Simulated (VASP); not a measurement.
# B (R32) in VASP: a series of runs

Runs on B. Level: PBE. Tasks: single point, relaxation of cell and atoms.

Program: VASP 6.6.1. These are calculated values, not measurements. Logs are shortened: lines on timing, memory, paths and dates and some standing lists are left out, and cuts for length are marked.

### 1 The cell of the first run

It takes space group R32 (No. 155, trigonal). Conventional cell: a = 4.915 Å, b = 4.915 Å, c = 4.976 Å, α = 90.00°, β = 90.00°, γ = 120.00°. B (site symmetry 3) has 7 B at 1.80 to 1.88 Å within 2.4 Å. Within 2.2 Å of B (site symmetry 2) lie 6 B at 1.66 to 1.88 Å.

### 2 Single point, PBE

Input file INCAR:

```
  PREC = Accurate
  ENCUT = 520
  EDIFF = 1E-6
  ISMEAR = 0
  SIGMA = 0.1
  LREAL = F
  LASPH = T
  NELM = 100
  ALGO = Normal
  ISIF = 2
  LWAVE = F
  LCHARG = F
  GGA = PE
  NBANDS = 16
```

Input file KPOINTS:

```
regular mesh
0
Gamma
  12 12 12
```

Input file POSCAR:

```
B
1.0
    2.4574033577      1.4187824901      1.6588133323
   -2.4574033577      1.4187824901      1.6588133323
    0.0000000000     -2.8375649802      1.6588133322
B
5
Direct
    0.1809110719      0.1809110719      0.1809110719
    0.8190889281      0.8190889281      0.8190889281
    0.6646130566      0.3353869434      0.0000000000
    0.0000000000      0.6646130566      0.3353869434
    0.3353869434      0.0000000000      0.6646130566
```

Potentials or basis: VASP PAW PBE potentials, release 64 (B).

Launch:

```bash
> cat potpaw_PBE.64/B/POTCAR > POTCAR
> mpirun -np 1 vasp_std > vasp.out
```

OUTCAR:

```text
PREC = Accurate
   ENCUT = 520
   EDIFF = 1E-6
   ISMEAR = 0
   LREAL = F
   LASPH = T
   NELM = 100
   ISIF = 2
   GGA = PE

 ion  position               nearest neighbor table
   1  0.181  0.181  0.181-   2 1.80   4 1.80   5 1.80   3 1.80   3 1.88   5 1.88   4 1.88
   2  0.819  0.819  0.819-   1 1.80   5 1.80   4 1.80   3 1.80   3 1.88   4 1.88   5 1.88
   3  0.665  0.335  0.000-   4 1.66   5 1.66   1 1.80   2 1.80   1 1.88   2 1.88
   4  0.000  0.665  0.335-   3 1.66   5 1.66   1 1.80   2 1.80   2 1.88   1 1.88
   5  0.335  0.000  0.665-   3 1.66   4 1.66   2 1.80   1 1.80   1 1.88   2 1.88

  LATTYP: Found a trigonal (rhomboedric) cell.
 ALAT       =     3.2868581789
 COS(alpha) =    -0.1179463419

  Lattice vectors:

 A1 = (   2.4574033577,   1.4187824901,   1.6588133323)
 A2 = (  -2.4574033577,   1.4187824901,   1.6588133323)
 A3 = (   0.0000000000,  -2.8375649802,   1.6588133322)

Analysis of symmetry for initial positions (statically):
=====================================================================
 Subroutine PRICEL returns:
 Original cell was already a primitive cell.

 Routine SETGRP: Setting up the symmetry group for a
 trigonal (rhombohedral) supercell.

 Subroutine GETGRP returns: Found  6 space group operations
 (whereof  6 operations were pure point group operations)
 out of a pool of 12 trial point group operations.

The static configuration has the point symmetry D_3 .

Analysis of symmetry for dynamics (positions and initial velocities):
=====================================================================
 Subroutine PRICEL returns:
 Original cell was already a primitive cell.

 Routine SETGRP: Setting up the symmetry group for a
 trigonal (rhombohedral) supercell.

 Subroutine GETGRP returns: Found  6 space group operations
 (whereof  6 operations were pure point group operations)
 out of a pool of 12 trial point group operations.

The dynamic configuration has the point symmetry D_3 .

 Subroutine INISYM returns: Found  6 space group operations
 (whereof  6 operations are pure point group operations),
 and found     1 'primitive' translations

----------------------------------------------------------------------------------------

                                     Primitive cell

  volume of cell :      34.7009

  direct lattice vectors                    reciprocal lattice vectors
     2.457403358  1.418782490  1.658813332     0.203466801  0.117471612  0.200946862
    -2.457403358  1.418782490  1.658813332    -0.203466801  0.117471612  0.200946862
     0.000000000 -2.837564980  1.658813332     0.000000000 -0.234943225  0.200946862

  length of vectors
     3.286858179  3.286858179  3.286858179     0.309156853  0.309156853  0.309156853

  position of ions in fractional coordinates (direct lattice)
     0.180911072  0.180911072  0.180911072
     0.819088928  0.819088928  0.819088928
     0.664613057  0.335386943  0.000000000
     0.000000000  0.664613057  0.335386943
     0.335386943  0.000000000  0.664613057

  ion indices of the primitive-cell ions
   primitive index   ion index
                 1           1
                 2           2
                 3           3
                 4           4
                 5           5

----------------------------------------------------------------------------------------

 KPOINTS: regular mesh

Automatic generation of k-mesh.
 Grid dimensions read from file:
 generate k-points for:   12   12   12

 Generating k-lattice:

  Cartesian coordinates                     Fractional coordinates (reciprocal lattice)
     0.016955567  0.009789301  0.016745572     0.083333333  0.000000000  0.000000000
    -0.016955567  0.009789301  0.016745572     0.000000000  0.083333333  0.000000000
     0.000000000 -0.019578602  0.016745572     0.000000000  0.000000000  0.083333333

  Length of vectors
     0.025763071  0.025763071  0.025763071

  Shift w.r.t. Gamma in fractional coordinates (k-lattice)
     0.000000000  0.000000000  0.000000000

 Subroutine IBZKPT returns following result:
 ===========================================

 Found    189 irreducible k-points:

 Following reciprocal coordinates:
            Coordinates               Weight
  0.000000  0.000000  0.000000      1.000000
  0.083333  0.000000 -0.000000      6.000000
  0.166667  0.000000 -0.000000      6.000000
  0.250000  0.000000 -0.000000      6.000000
  0.333333  0.000000 -0.000000      6.000000
  0.416667  0.000000 -0.000000      6.000000
[... 16 lines left out ...]
  0.500000  0.166667 -0.000000     12.000000
 -0.416667  0.166667  0.000000     12.000000
 [... further k-points ...]
   k-points           NKPTS =    189   k-points in BZ     NKDIM =    189   number of bands    NBANDS=     16
   number of dos      NEDOS =    301   number of ions     NIONS =      5
   total plane-waves  NPLWV =  13824
   dimension x,y,z NGX =    24 NGY =   24 NGZ =   24
   dimension x,y,z NGXF=    48 NGYF=   48 NGZF=   48
   ions per type =               5
   NGX,Y,Z   is equivalent  to a cutoff of  12.14, 12.14, 12.14 a.u.
   NGXF,Y,Z  is equivalent  to a cutoff of  24.28, 24.28, 24.28 a.u.
 SYSTEM =  unknown system
   PREC   = accura    normal or accurate (medium, high low for compatibility)
   ISTART =      0    job   : 0-new  1-cont  2-samecut
   ICHARG =      2    charge: 1-file 2-atom 10-const
   ISPIN  =      1    spin polarized calculation?
   LNONCOLLINEAR =      F non collinear calculations
   LSORBIT =      F    spin-orbit coupling
   LASPH  =      T    aspherical Exc in radial PAW
   ENCUT  =  520.0 eV  38.22 Ry    6.18 a.u.   6.11  6.11  6.11*2*pi/ulx,y,z
   NELM   =    100;   NELMIN=  2; NELMDL= -5     # of ELM steps
   EDIFF  = 0.1E-05   stopping-criterion for ELM
   LREAL  =      F    real-space projection
   EDIFFG = 0.1E-04   stopping-criterion for IOM
   NSW    =      0    number of steps for IOM
   IBRION =     -1    ionic relax: 0-MD 1-quasi-New 2-CG
   NFREE  =      0    steps in history (QN), initial steepest desc. (CG)
   ISIF   =      2    stress and relaxation
   ISYM   =      2    0-nonsym 1-usesym 2-fastsym
   POTIM  = 0.5000    time-step for ionic-motion
   TEBEG  =    0.0;   TEEND  =   0.0 temperature during run
   PSTRESS=    0.0 pullay stress
   NELECT =      15.0000    total number of electrons
   NUPDOWN=      -1.0000    fix difference up-down
   EMIN   =  10.00;   EMAX   =-10.00  energy-range for DOS
[... 5 lines left out ...]
     AMIX     =   0.40;   BMIX     =  1.00
     AMIX_MAG =   1.60;   BMIX_MAG =  1.00
  volume/ion in A,a.u.               =       6.94        46.83
  Fermi-wavevector in a.u.,A,eV,Ry     =   1.237822  2.339145 20.846896  1.532204
  Thomas-Fermi vector in A             =   2.372373
   LORBIT       =      0    0 simple, 1 ext, 2 COOP (PROOUT), +10 PAW based schemes
   GGA     = PE    functional components
   LHFCALC =     F    Hartree Fock is set to
[... 5 lines left out ...]
 Gauss-broadening in eV      SIGMA  =   0.10
  energy-cutoff  :      520.00
  volume of cell :       34.70
 maximum number of plane-waves:       948
   NGX = 13   NGY = 13   NGZ = 13

 number of electron      15.0000000 magnetization

 Free energy of the ion-electron system (eV)
  ---------------------------------------------------
  ext. energy  EPLUGINS =         0.00000000
  ---------------------------------------------------
  free energy    TOTEN  =       -32.63019128 eV

  energy without entropy =      -32.62637048  energy(sigma->0) =      -32.62828088

 E-fermi :   6.5662     XC(G=0): -11.9031

 val. band max:        6.5357659394   @ k =  -0.3333   0.1667   0.0000
 cond. band min:       6.5664678396   @ k =   0.0833   0.0000  -0.0000
 fundamental gap:      0.0307019003
 Fermi energy:         6.5661807916

 k-point     1 :       0.0000    0.0000    0.0000
  band No.  band energies     occupation
      1      -9.4294      2.00000
      2      -0.8028      2.00000
      3      -0.8028      2.00000
      4       1.1639      2.00000
      5       2.0569      2.00000
      6       3.7674      2.00000
[... 8 lines left out ...]
     15      17.0254      0.00000
     16      18.3136      0.00000

 k-point     2 :       0.0833    0.0000   -0.0000
  band No.  band energies     occupation
      1      -9.3563      2.00000
      2      -1.3850      2.00000
      3      -0.4499      2.00000
      4       0.8721      2.00000
      5       2.4023      2.00000
      6       3.2191      2.00000
[... 8 lines left out ...]
     15      16.5640      0.00000
     16      18.7383      0.00000

 k-point     3 :       0.1667    0.0000   -0.0000
  band No.  band energies     occupation
      1      -9.1385      2.00000
      2      -2.3039      2.00000
      3      -0.1713      2.00000
      4       0.6596      2.00000
      5       2.8342      2.00000
      6       2.9475      2.00000
[... 8 lines left out ...]
     15      16.1556      0.00000
     16      18.8132      0.00000

 k-point     4 :       0.2500    0.0000   -0.0000
  band No.  band energies     occupation
      1      -8.7810      2.00000
      2      -3.3996      2.00000
      3       0.0744      2.00000
      4       0.7414      2.00000
      5       2.7034      2.00000
      6       3.2620      2.00000
[... 8 lines left out ...]
     15      16.2378      0.00000
     16      18.0705      0.00000

 k-point     5 :       0.3333    0.0000   -0.0000
  band No.  band energies     occupation
      1      -8.2989      2.00000
      2      -4.4834      2.00000
      3       0.2859      2.00000
      4       1.0236      2.00000
      5       2.5509      2.00000
      6       3.3833      2.00000
[... 8 lines left out ...]
     15      16.8903      0.00000
     16      17.2099      0.00000

 k-point     6 :       0.4167    0.0000   -0.0000
  band No.  band energies     occupation
      1      -7.7471      2.00000
      2      -5.4178      2.00000
      3       0.4468      2.00000
      4       1.4003      2.00000
      5       2.3206      2.00000
      6       3.2620      2.00000
[... 8 lines left out ...]
     15      16.1558      0.00000
     16      17.4151      0.00000

 k-point     7 :       0.5000    0.0000   -0.0000
  band No.  band energies     occupation
      1      -7.4085      2.00000
      2      -5.8869      2.00000
      3       0.5103      2.00000
      4       1.6761      2.00000
      5       2.0936      2.00000
      6       3.1884      2.00000
[... 8 lines left out ...]
     15      15.8267      0.00000
     16      17.5005      0.00000

 k-point     8 :       0.0833    0.0833   -0.0000
  band No.  band energies     occupation
      1      -9.2662      2.00000
      2      -1.7832      2.00000
      3      -0.1098      2.00000
      4       0.2804      2.00000
      5       2.6357      2.00000
      6       3.0278      2.00000
[... 8 lines left out ...]
     15      16.3201      0.00000
     16      19.0357      0.00000

 k-point     9 :       0.1667    0.0833   -0.0000
  band No.  band energies     occupation
      1      -9.0319      2.00000
      2      -2.5068      2.00000
      3      -0.2678      2.00000
      4       0.2818      2.00000
      5       2.3636      2.00000
      6       3.5579      2.00000
[... 8 lines left out ...]
     15      16.0355      0.00000
     16      18.5960      0.00000
[... 172 lines left out ...]
 k-point    19 :       0.1667    0.1667    0.0000
  band No.  band energies     occupation
      1      -8.7819      2.00000
      2      -2.8424      2.00000
      3      -1.0538      2.00000
      4       0.4867      2.00000
      5       2.1509      2.00000
      6       4.0306      2.00000
[... 8 lines left out ...]
     15      15.3437      0.00000
     16      18.0981      0.00000

 k-point    20 :       0.2500    0.1667   -0.0000
  band No.  band energies     occupation
      1      -8.3954      2.00000
      2      -3.5687      2.00000
      3      -1.3724      2.00000
      4       0.6732      2.00000
      5       2.1073      2.00000
      6       4.1359      2.00000
[... 8 lines left out ...]
     15      15.6776      0.00000
     16      17.6156      0.00000

 k-point    21 :       0.3333    0.1667    0.0000
  band No.  band energies     occupation
      1      -7.8919      2.00000
      2      -4.5075      2.00000
      3      -1.2671      2.00000
      4       0.8033      2.00000
      5       2.1412      2.00000
      6       3.8920      2.00000
[... 8 lines left out ...]
     15      16.2619      0.00000
     16      17.6139      0.00000

 k-point    22 :       0.4167    0.1667   -0.0000
  band No.  band energies     occupation
      1      -7.3510      2.00000
      2      -5.3369      2.00000
      3      -0.9758      2.00000
      4       0.8299      2.00000
      5       2.2210      2.00000
      6       3.4356      2.00000
[... 8 lines left out ...]
     15      16.9129      0.00000
     16      17.9886      0.00000

 k-point    23 :       0.5000    0.1667   -0.0000
  band No.  band energies     occupation
      1      -7.1583      2.00000
      2      -5.5875      2.00000
      3      -0.6836      2.00000
      4       0.8076      2.00000
      5       2.2992      2.00000
      6       2.9819      2.00000
[... 8 lines left out ...]
     15      17.5015      0.00000
     16      18.4633      0.00000

 k-point    24 :      -0.4167    0.1667    0.0000
  band No.  band energies     occupation
      1      -7.5964      2.00000
      2      -4.9556      2.00000
      3      -0.6685      2.00000
      4       1.0261      2.00000
      5       2.1638      2.00000
      6       2.7883      2.00000
[... 8 lines left out ...]
     15      17.4941      0.00000
     16      18.8966      0.00000

 [... further k-points ...]
[... 5 lines left out ...]
  --------------------------------------------------------------------------------------
  -------------------------------------------------------------------------------------
  Total       -0.0097673     -0.0097673      0.0176691      0.0000000     -0.0000000      0.0000000
  in kB       -0.4509668     -0.4509668      0.8158008      0.0000000     -0.0000000      0.0000000
  external PRESSURE =      -0.0287109 kB  Pullay stress =       0.0000000 kB

 VOLUME and BASIS-vectors are now :
 -----------------------------------------------------------------------------
  energy-cutoff  :      520.00
  volume of cell :       34.70
      direct lattice vectors                 reciprocal lattice vectors
     2.457403358  1.418782490  1.658813332     0.203466801  0.117471612  0.200946862
    -2.457403358  1.418782490  1.658813332    -0.203466801  0.117471612  0.200946862
     0.000000000 -2.837564980  1.658813332     0.000000000 -0.234943225  0.200946862

 POSITION                                       TOTAL-FORCE (eV/Angst)
 -----------------------------------------------------------------------------------
      0.00000      0.00000      0.90029         0.000000      0.000000      0.002401
      0.00000      0.00000      4.07615         0.000000      0.000000     -0.002401
      0.80904      1.41878      1.65881         0.000918     -0.000000      0.000000
     -1.63322     -0.00874      1.65881        -0.000459      0.000795      0.000000
      0.82418     -1.41004      1.65881        -0.000459     -0.000795     -0.000000
 -----------------------------------------------------------------------------------
    total drift:                                0.000000     -0.000000      0.000000

  FREE ENERGIE OF THE ION-ELECTRON SYSTEM (eV)
  ---------------------------------------------------
  free  energy   TOTEN  =       -32.6301912784 eV

  energy  without entropy=      -32.6263704756  energy(sigma->0) =      -32.62828088
```

It took 71 s on 1 thread of AMD EPYC 7R43 (Zen 3), shared host; peak memory 0.15 GiB.

What came out:

- Free energy: -32.6302 eV
- Pressure: 0.0 GPa

Forces in eV/Å, atoms in the order of the input:
```
B    0.000  0.000  0.002
B    0.000  0.000 -0.002
B    0.001  0.000  0.000
B    0.000  0.001  0.000
B    0.000 -0.001  0.000
```

(Part 1 of 2 ends here.)
